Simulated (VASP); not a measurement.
Write the native input for VASP 6.6.1 that does the following.

* Task: single point
* Functional: PBE
* Potentials or basis: VASP PAW PBE potentials, release 64 (Mg, Te, Se)
* Cutoff: 520 eV
* k mesh: 4 × 4 × 2
* Occupations: gaussian, width 0.1 eV
* Spin: no spin polarisation
* Dipole correction: no
* Further INCAR settings: ALGO = Normal; EDIFF = 1e-07; NBANDS = 21

The structure of Mg3TeSe2 lies in POSCAR:

```
Mg3TeSe2
1.0
    3.9834793400      0.0000000000      0.0000000000
    0.0000000000      3.9834793400      0.0000000000
    0.0000000000      0.0000000000      8.7756866400
Mg Te Se
3 1 2
Direct
    0.5000000000      0.5000000000      0.0000000000
    0.0000000000      0.5000000000      0.3786259900
    0.5000000000      0.0000000000      0.6213740100
    0.0000000000      0.0000000000      0.0000000000
    0.0000000000      0.5000000000      0.7376120100
    0.5000000000      0.0000000000      0.2623879900
```

The cell was generated, and may not be a known phase.

The input as run:

INCAR

```
SYSTEM = Mg3TeSe2
PREC = Accurate
ENCUT = 520
EDIFF = 1E-7
ISMEAR = 0
SIGMA = 0.1
LREAL = .FALSE.
LASPH = .TRUE.
NELM = 60
ALGO = Normal
ISIF = 2
LWAVE = .FALSE.
LCHARG = .TRUE.
GGA = PE
LELF = .TRUE.
LVHAR = .TRUE.
NBANDS = 21
```

KPOINTS

```
regular mesh
0
G
  4 4 2
  0 0 0
```

Potentials or basis: VASP PAW PBE potentials, release 64 (Mg, Te, Se).

Run with:

```bash
$ cat potpaw_PBE.64/Mg/POTCAR potpaw_PBE.64/Te/POTCAR potpaw_PBE.64/Se/POTCAR > POTCAR
$ mpirun -np 1 vasp_std > vasp.out
```

It gave:

```
Pressure               : 2.6 GPa
Largest force          : 2.750 eV/Å
Band gap on the k mesh : zero (bands 12 and 13 overlap by 0.66 eV)
```

Caveat: the k points lie up to 0.39 Å⁻¹ apart, too coarse for converged energies and pressures of a metal; semilocal functionals underestimate gaps, and a narrow one can read as zero; spin-orbit coupling is left out, which moves the levels of the heavy elements; forces of over 1 eV/Å act on the atoms, so gaps and moduli don't describe the material at rest.

Run time: 51 s on 1 thread of Intel(R) Xeon(R) Platinum 8375C CPU @ 2.90GHz (Ice Lake), with other jobs on the host, peak memory 0.25 GiB.
